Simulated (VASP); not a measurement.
# As (P6/mmm) in VASP: further runs

The runs below take As through single point, with LDA.

All numbers are computed with VASP 6.6.1; they aren't measurements. Logs are shortened: lines on timing, memory, paths and dates and some standing lists are left out, and cuts for length are marked.

### Step 1. The cell of the first run

The structure is hexagonal, space group P6/mmm (No. 191). Conventional cell: a = 4.752 Å, b = 4.752 Å, c = 2.765 Å, α = 90.00°, β = 90.00°, γ = 120.00°. As (site symmetry 6/mmm) has 14 As at 2.77 to 3.07 Å within 3.6 Å. As (site symmetry -6m2) has 11 As at 2.74 to 3.07 Å within 3.6 Å.

### Step 2. Single point, LDA

The input, INCAR:

```
  PREC = Accurate
  ENCUT = 520
  EDIFF = 1E-6
  ISMEAR = -1
  SIGMA = 0.1
  LREAL = False
  LASPH = True
  NELM = 100
  ALGO = Normal
  ISIF = 2
  LWAVE = False
  LCHARG = False
  NBANDS = 14
```

The input, KPOINTS:

```
Automatic mesh
0
Gamma
  8 8 11
```

The input, POSCAR:

```
As
1.0
    4.7518084129      0.0000000000      0.0000000000
   -2.3759042065      4.1151867995      0.0000000000
    0.0000000000      0.0000000000      2.7654405761
As
3
Direct
    1.0000000000      1.0000000000      0.0000000000
    0.3333333333      0.6666666667      0.5000000000
    0.6666666667      0.3333333333      0.5000000000
```

Potentials or basis: VASP PAW LDA potentials, release 64 (As).

Launch:

```sh
cat potpaw_LDA.64/As/POTCAR > POTCAR
mpirun -np 1 vasp_std > vasp.out
```

OUTCAR:

```text
PREC = Accurate
   ENCUT = 520
   EDIFF = 1E-6
   ISMEAR = -1
   LREAL = False
   LASPH = True
   NELM = 100
   ISIF = 2

 ion  position               nearest neighbor table
   1  0.000  0.000  0.000-
   2  0.333  0.667  0.500-   3 2.74   3 2.74   3 2.74
   3  0.667  0.333  0.500-   2 2.74   2 2.74   2 2.74

  LATTYP: Found a hexagonal cell.
 ALAT       =     4.7518084129
 C/A-ratio  =     0.5819764468

  Lattice vectors:

 A1 = (   4.7518084129,   0.0000000000,   0.0000000000)
 A2 = (  -2.3759042065,   4.1151867995,   0.0000000000)
 A3 = (   0.0000000000,   0.0000000000,   2.7654405761)

Analysis of symmetry for initial positions (statically):
=====================================================================
 Subroutine PRICEL returns:
 Original cell was already a primitive cell.

 Routine SETGRP: Setting up the symmetry group for a
 hexagonal supercell.

 Subroutine GETGRP returns: Found 24 space group operations
 (whereof 24 operations were pure point group operations)
 out of a pool of 24 trial point group operations.

The static configuration has the point symmetry D_6h.

Analysis of symmetry for dynamics (positions and initial velocities):
=====================================================================
 Subroutine PRICEL returns:
 Original cell was already a primitive cell.

 Routine SETGRP: Setting up the symmetry group for a
 hexagonal supercell.

 Subroutine GETGRP returns: Found 24 space group operations
 (whereof 24 operations were pure point group operations)
 out of a pool of 24 trial point group operations.

The dynamic configuration has the point symmetry D_6h.

 Subroutine INISYM returns: Found 24 space group operations
 (whereof 24 operations are pure point group operations),
 and found     1 'primitive' translations

----------------------------------------------------------------------------------------

                                     Primitive cell

  volume of cell :      54.0770

  direct lattice vectors                    reciprocal lattice vectors
     4.751808413  0.000000000  0.000000000     0.210446195  0.121501167  0.000000000
    -2.375904207  4.115186799  0.000000000     0.000000000  0.243002335  0.000000000
     0.000000000  0.000000000  2.765440576     0.000000000  0.000000000  0.361606034

  length of vectors
     4.751808413  4.751808413  2.765440576     0.243002335  0.243002335  0.361606034

  position of ions in fractional coordinates (direct lattice)
     0.000000000  0.000000000  0.000000000
     0.333333333  0.666666667  0.500000000
     0.666666667  0.333333333  0.500000000

  ion indices of the primitive-cell ions
   primitive index   ion index
                 1           1
                 2           2
                 3           3

----------------------------------------------------------------------------------------

 KPOINTS: Automatic mesh

Automatic generation of k-mesh.
 Grid dimensions read from file:
 generate k-points for:    8    8   11

 Generating k-lattice:

  Cartesian coordinates                     Fractional coordinates (reciprocal lattice)
     0.026305774  0.015187646  0.000000000     0.125000000  0.000000000  0.000000000
     0.000000000  0.030375292  0.000000000     0.000000000  0.125000000  0.000000000
     0.000000000  0.000000000  0.032873276     0.000000000  0.000000000  0.090909091

  Length of vectors
     0.030375292  0.030375292  0.032873276

  Shift w.r.t. Gamma in fractional coordinates (k-lattice)
     0.000000000  0.000000000  0.000000000

 Subroutine IBZKPT returns following result:
 ===========================================

 Found     60 irreducible k-points:

 Following reciprocal coordinates:
            Coordinates               Weight
  0.000000  0.000000  0.000000      1.000000
  0.125000  0.000000  0.000000      6.000000
  0.250000  0.000000  0.000000      6.000000
  0.375000  0.000000  0.000000      6.000000
  0.500000  0.000000  0.000000      3.000000
  0.125000  0.125000  0.000000      6.000000
[... 16 lines left out ...]
  0.250000  0.000000  0.181818     12.000000
  0.375000  0.000000  0.181818     12.000000
 [... further k-points ...]
   k-points           NKPTS =     60   k-points in BZ     NKDIM =     60   number of bands    NBANDS=     14
   number of dos      NEDOS =    301   number of ions     NIONS =      3
   total plane-waves  NPLWV =  31104
   dimension x,y,z NGX =    36 NGY =   36 NGZ =   24
   dimension x,y,z NGXF=    72 NGYF=   72 NGZF=   48
   ions per type =               3
   NGX,Y,Z   is equivalent  to a cutoff of  12.59, 12.59, 14.43 a.u.
   NGXF,Y,Z  is equivalent  to a cutoff of  25.19, 25.19, 28.86 a.u.
 SYSTEM =  unknown system
   PREC   = accura    normal or accurate (medium, high low for compatibility)
   ISTART =      0    job   : 0-new  1-cont  2-samecut
   ICHARG =      2    charge: 1-file 2-atom 10-const
   ISPIN  =      1    spin polarized calculation?
   LNONCOLLINEAR =      F non collinear calculations
   LSORBIT =      F    spin-orbit coupling
   LASPH  =      T    aspherical Exc in radial PAW
   ENCUT  =  520.0 eV  38.22 Ry    6.18 a.u.   8.84  8.84  5.14*2*pi/ulx,y,z
   NELM   =    100;   NELMIN=  2; NELMDL= -5     # of ELM steps
   EDIFF  = 0.1E-05   stopping-criterion for ELM
   LREAL  =      F    real-space projection
   EDIFFG = 0.1E-04   stopping-criterion for IOM
   NSW    =      0    number of steps for IOM
   IBRION =     -1    ionic relax: 0-MD 1-quasi-New 2-CG
   NFREE  =      0    steps in history (QN), initial steepest desc. (CG)
   ISIF   =      2    stress and relaxation
   ISYM   =      2    0-nonsym 1-usesym 2-fastsym
   POTIM  = 0.5000    time-step for ionic-motion
   TEBEG  =    0.0;   TEEND  =   0.0 temperature during run
   PSTRESS=    0.0 pullay stress
   NELECT =      15.0000    total number of electrons
   NUPDOWN=      -1.0000    fix difference up-down
   EMIN   =  10.00;   EMAX   =-10.00  energy-range for DOS
   EFERMI =   0.00;   METHOD = LEGACY
   ISMEAR =    -1;   SIGMA  =   0.10  broadening in eV -4-tet -1-fermi 0-gaus
   EFERMI_NEDOS =   21; number of points for ismear=-14 and -15
   IALGO  =     38    algorithm
   IMIX   =      4    mixing-type and parameters
     AMIX     =   0.40;   BMIX     =  1.00
     AMIX_MAG =   1.60;   BMIX_MAG =  1.00
  volume/ion in A,a.u.               =      18.03       121.64
  Fermi-wavevector in a.u.,A,eV,Ry     =   1.067663  2.017591 15.509348  1.139905
  Thomas-Fermi vector in A             =   2.203287
   LORBIT       =      0    0 simple, 1 ext, 2 COOP (PROOUT), +10 PAW based schemes
   GGA     = CA    functional components
   LHFCALC =     F    Hartree Fock is set to
   AEXX    =    0.0000 exact exchange contribution
   IVDW    =     0    specifies the selected vdW correction
   LEPSILON=     F    determine dielectric tensor
   LRPA    =     F    only Hartree local field effects (RPA)
 non-spin polarized calculation
  energy-cutoff  :      520.00
  volume of cell :       54.08
 maximum number of plane-waves:      1474
 NGX is ok and might be reduce to    36
   NGX = 17   NGY = 17   NGZ = 11

 number of electron      15.0000000 magnetization

 Free energy of the ion-electron system (eV)
  ---------------------------------------------------
  ext. energy  EPLUGINS =         0.00000000
  ---------------------------------------------------
  free energy    TOTEN  =       -15.03043252 eV

  energy without entropy =      -14.98566631  energy(sigma->0) =      -15.00804941

 E-fermi :   7.0492     XC(G=0): -11.1168

 val. band max:        7.0080134698   @ k =   0.3750   0.0000   0.1818
 cond. band min:       7.0623743168   @ k =   0.5000   0.0000   0.2727
 fundamental gap:      0.0543608470
 Fermi energy:         7.0491976749

 k-point     1 :       0.0000    0.0000    0.0000
  band No.  band energies     occupation
      1      -8.4717      2.00000
      2      -2.7283      2.00000
      3      -2.5611      2.00000
      4       2.1763      2.00000
      5       2.1763      2.00000
      6       2.4713      2.00000
      7       2.4713      2.00000
      8       9.7591      0.00000
      9      13.0833      0.00000
     10      13.0833      0.00000
     11      14.0847      0.00000
     12      14.1157      0.00000
     13      14.4904      0.00000
     14      19.9278      0.00000

 k-point     2 :       0.1250    0.0000    0.0000
  band No.  band energies     occupation
      1      -8.3411      2.00000
      2      -3.0717      2.00000
      3      -2.8698      2.00000
      4       1.3707      2.00000
      5       1.9079      2.00000
      6       3.5275      2.00000
      7       3.8817      2.00000
      8       9.8812      0.00000
      9      12.1193      0.00000
     10      12.7521      0.00000
     11      13.8971      0.00000
     12      13.9689      0.00000
     13      14.6310      0.00000
     14      19.6800      0.00000

 k-point     3 :       0.2500    0.0000    0.0000
  band No.  band energies     occupation
      1      -7.9509      2.00000
      2      -4.1187      2.00000
      3      -3.2756      2.00000
      4       0.6949      2.00000
      5       2.6693      2.00000
      6       4.9477      2.00000
      7       6.0025      1.99994
      8      10.1243      0.00000
      9      10.2418      0.00000
     10      11.7267      0.00000
     11      13.2960      0.00000
     12      13.7115      0.00000
     13      15.0160      0.00000
     14      18.3508      0.00000
[... 324 lines left out ...]
 k-point    23 :       0.2500    0.0000    0.1818
  band No.  band energies     occupation
      1      -7.3423      2.00000
      2      -3.5559      2.00000
      3      -2.7409      2.00000
      4       1.2992      2.00000
      5       3.1435      2.00000
      6       5.4701      2.00000
      7       5.7801      1.99999
      8       6.8586      1.74125
      9       9.1142      0.00000
     10      10.0082      0.00000
     11      10.8683      0.00000
     12      11.5051      0.00000
     13      16.2766      0.00000
     14      17.0456      0.00000

 k-point    24 :       0.3750    0.0000    0.1818
  band No.  band energies     occupation
      1      -6.7028      2.00000
      2      -4.7402      2.00000
      3      -3.0181      2.00000
      4       0.8955      2.00000
      5       4.4117      2.00000
      6       6.6402      1.96707
      7       7.0080      1.20306
      8       7.4776      0.02721
      9       8.9297      0.00000
     10       9.4397      0.00000
     11       9.8410      0.00000
     12      10.3055      0.00000
     13      15.4457      0.00000
     14      16.6027      0.00000

 [... further k-points ...]

------------------------ aborting loop because EDIFF is reached ----------------------------------------

  FORCE on cell =-STRESS in cart. coord.  units (eV):
  Direction    XX          YY          ZZ          XY          YZ          ZX
  --------------------------------------------------------------------------------------
  -------------------------------------------------------------------------------------
  Total        0.1034485      0.1034485      0.1018563     -0.0000000     -0.0000000      0.0000000
  in kB        3.0649403      3.0649403      3.0177679     -0.0000000     -0.0000000      0.0000000
  external PRESSURE =       3.0492162 kB  Pullay stress =       0.0000000 kB

 VOLUME and BASIS-vectors are now :
 -----------------------------------------------------------------------------
  energy-cutoff  :      520.00
  volume of cell :       54.08
      direct lattice vectors                 reciprocal lattice vectors
     4.751808413  0.000000000  0.000000000     0.210446195  0.121501167  0.000000000
    -2.375904207  4.115186799  0.000000000     0.000000000  0.243002335  0.000000000
     0.000000000  0.000000000  2.765440576     0.000000000  0.000000000  0.361606034

 POSITION                                       TOTAL-FORCE (eV/Angst)
 -----------------------------------------------------------------------------------
      0.00000      0.00000      0.00000        -0.000000      0.000000     -0.000000
     -0.00000      2.74346      1.38272         0.000000      0.000000      0.000000
      2.37590      1.37173      1.38272        -0.000000      0.000000     -0.000000
 -----------------------------------------------------------------------------------
    total drift:                               -0.000000      0.000000     -0.000000

  FREE ENERGIE OF THE ION-ELECTRON SYSTEM (eV)
  ---------------------------------------------------
  free  energy   TOTEN  =       -15.0304325205 eV

  energy  without entropy=      -14.9856663089  energy(sigma->0) =      -15.00804941
```

Run time: 14 s. Hardware: 1 thread of Intel Xeon Platinum 8559C (Emerald Rapids), shared host; peak memory 0.17 GiB.

What came out:

* Free energy: -15.0304 eV
* Pressure: 0.3 GPa

[end of part 1 of 2]
